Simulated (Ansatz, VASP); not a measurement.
# One calculation of MgO, two programs

```
Mg O
1.0
     5.63354    0.00000    0.00000
     0.00000    5.63354    0.00000
     0.00000    0.00000    5.63354
Mg O
6 6
Direct
  0.25000 0.99281 0.50000
  0.00000 0.50879 0.25000
  0.50000 0.72998 0.00000
  0.75000 0.99281 0.50000
  0.00000 0.50879 0.75000
  0.50000 0.22998 0.00000
  0.25000 0.52379 0.00000
  0.50000 0.01127 0.25000
  0.00000 0.74294 0.50000
  0.75000 0.52379 0.00000
  0.50000 0.01127 0.75000
  0.00000 0.24294 0.50000
```

Change from the starting cell: mode 14 frozen in at -0.045 Å and mode 24 at -0.113 Å (largest displacements).

Alike in both runs: task single point; functional PBE; k mesh 4 × 4 × 4; occupations gaussian, width 0.05 eV; no spin polarisation.

```csv
,VASP,Ansatz
version,VASP 6.6.1,Ansatz 0.2.0
potentials or method,"VASP PAW PBE potentials, release 64 (Mg, O), cutoff 520 eV","scalar-relativistic, plane waves, PAW"
valence electrons in the cell,48,96
```

```csv
,VASP,Ansatz,Ansatz less VASP
gap on the k mesh at the Fermi level (eV),2.85,2.86,+0.015
least direct gap on the mesh (eV),2.85,2.86,+0.015
pressure (GPa),1.3,1.6,+0.28
"traceless stress, the component that is largest in VASP (GPa)",0.51,0.50,-0.008
rms of the force components (eV/Å),0.857,0.844,-0.0127
```

Atom by atom the forces differ by 0.013 eV/Å (rms over components). The functional is the same, so the differences come from potentials, cutoffs and numerics. VASP's potentials hold 48 valence electrons a cell and Ansatz's 96, so a difference there can come from the potentials and not from the codes.
